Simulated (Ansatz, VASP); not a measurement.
One calculation of Fe, two programs

File INCAR:

```
SYSTEM = Fe
PREC = Accurate
ENCUT = 520
EDIFF = 1E-6
ISMEAR = 0
SIGMA = 0.15
LREAL = .FALSE.
LASPH = .TRUE.
NELM = 150
ALGO = Normal
ISIF = 2
LWAVE = .FALSE.
LCHARG = .TRUE.
ISPIN = 2
MAGMOM = 2.44
LORBIT = 11
LMAXMIX = 4
GGA = PE
LELF = .TRUE.
LVHAR = .TRUE.
NBANDS = 14
```

Contents of KPOINTS:

```
regular mesh
0
G
  12 12 12
  0 0 0
```

POSCAR

```
Fe
1.0
   -1.4525519863      1.4525519863      1.4525519863
    1.4525519863     -1.4525519863      1.4525519863
    1.4525519863      1.4525519863     -1.4525519863
Fe
1
Direct
    0.0000000000      0.0000000000      0.0000000000
```

Input for Ansatz:

```yaml
crystal:
  lattice:
    - [-1.4525519863, 1.4525519863, 1.4525519863]
    - [1.4525519863, -1.4525519863, 1.4525519863]
    - [1.4525519863, 1.4525519863, -1.4525519863]
  atoms:
    - { symbol: Fe, position: [0.0, 0.0, 0.0], spin: 2.44 }
basis:
  ecutwfc: 520.0
kpoints:
  mp_grid: { grid: [12, 12, 12] }
hamiltonian:
  xc: pbe
scf:
  occupations: { method: gaussian, width: 0.15 }
output:
  forces: true
  stress: true
  eigenvalues: true
  populations: true
magnetization:
  spin_polarized: true
```

Alike in both runs: task single point; functional PBE; k mesh 12 × 12 × 12; occupations gaussian, width 0.15 eV; collinear spin.

|  | VASP | Ansatz |
| --- | --- | --- |
| version | VASP 6.6.1 | Ansatz 0.2.0 |
| potentials or method | VASP PAW PBE potentials, release 64 (Fe), cutoff 520 eV | scalar-relativistic, plane waves, PAW |
| valence electrons in the cell | 8 | 16 |

|  | VASP | Ansatz | Ansatz less VASP |
| --- | --- | --- | --- |
| gap on the k mesh at the Fermi level (eV) | none | none | - |
| pressure (GPa) | -11.5 | -11.8 | -0.33 |
| net moment per atom (μB) | 2.35 | 2.32 | -0.032 |
| size of the moment on the site where the two differ most (μB) | 2.36 | 2.38 | +0.020 |

Site moments also hang on the region over which each program counts them. A gap of «none» marks a metal or a gap that the smearing closes. The functional is the same, so the differences come from potentials, cutoffs and numerics. VASP's potentials hold 8 valence electrons a cell and Ansatz's 16, so a difference there can come from the potentials and not from the codes.
